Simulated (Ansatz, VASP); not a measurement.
Given: the input of a run of Ansatz 0.2.0 on Ta2N.

The input input.yaml:

```yaml
crystal:
  lattice:
    - [3.0493158896, 0.0, 0.0]
    - [-1.5246579448, 2.6407850245, 0.0]
    - [0.0, 0.0, 4.7704285953]
  atoms:
    - { symbol: Ta, position: [0.3333333333, 0.6666666667, 0.254711] }
    - { symbol: Ta, position: [0.6666666667, 0.3333333333, 0.745289] }
    - { symbol: "N", position: [0.0, 0.0, 0.0] }
hamiltonian:
  xc: lda
  pseudopotentials: { kind: paw }
kpoints:
  mp_grid: { grid: [10, 10, 6] }
scf:
  occupations: { method: fermi_dirac, width: 0.05 }
output:
  forces: true
  stress: true
  eigenvalues: true
```

Potentials or basis: Ansatz PAW.

Command:

```sh
$ ansatz run input.yaml --threads 1 --pin off --max-ram 3584MiB --backend cpu --events-out ev --progress --plain --runs-dir out
```

Task: Set up the same calculation for VASP 6.6.1. Potentials there: VASP PAW LDA potentials, release 64 (Ta_sv_GW, N_h).

Result: As run (the cutoff follows the program's own potentials):

INCAR

```
  ALGO = Normal
  EDIFF = 1E-6
  ENCUT = 1330
  GGA_COMPAT = False
  ISIF = 2
  ISMEAR = -1
  LASPH = True
  LCHARG = False
  LREAL = False
  LWAVE = False
  NBANDS = 22
  NELM = 120
  PREC = Accurate
  SIGMA = 0.05
```

KPOINTS

```
k-points
0
Gamma
  10 10 6
```

The input POSCAR:

```
Ta2N
1.0
    3.0493158896      0.0000000000      0.0000000000
   -1.5246579448      2.6407850245      0.0000000000
    0.0000000000      0.0000000000      4.7704285953
Ta N
2 1
Direct
    0.3333333333      0.6666666667      0.2547110000
    0.6666666667      0.3333333333      0.7452890000
    0.0000000000      0.0000000000      0.0000000000
```

Potentials or basis: VASP PAW LDA potentials, release 64 (Ta_sv_GW, N_h).

The run is started by

```console
$ cat potpaw_LDA.64/Ta_sv_GW/POTCAR potpaw_LDA.64/N_h/POTCAR > POTCAR
$ mpirun -np 1 vasp_std > vasp.out
```

Both were run:

|  | VASP | Ansatz | Ansatz less VASP |
| --- | --- | --- | --- |
| gap on the k mesh at the Fermi level (eV) | none | none | - |
| pressure (GPa) | 4.5 | 3.5 | -1.04 |
| traceless stress, the component that is largest in VASP (GPa) | 0.35 | 0.41 | +0.064 |
| rms of the force components (eV/Å) | 0.019 | 0.036 | +0.0179 |

LDA's correlation is that of Perdew and Zunger in VASP and of Perdew and Wang (1992) in Ansatz. Atom by atom the forces differ by 0.018 eV/Å (rms over components). A gap of «none» marks a metal or a gap that the smearing closes.

Spin-orbit coupling is off throughout.
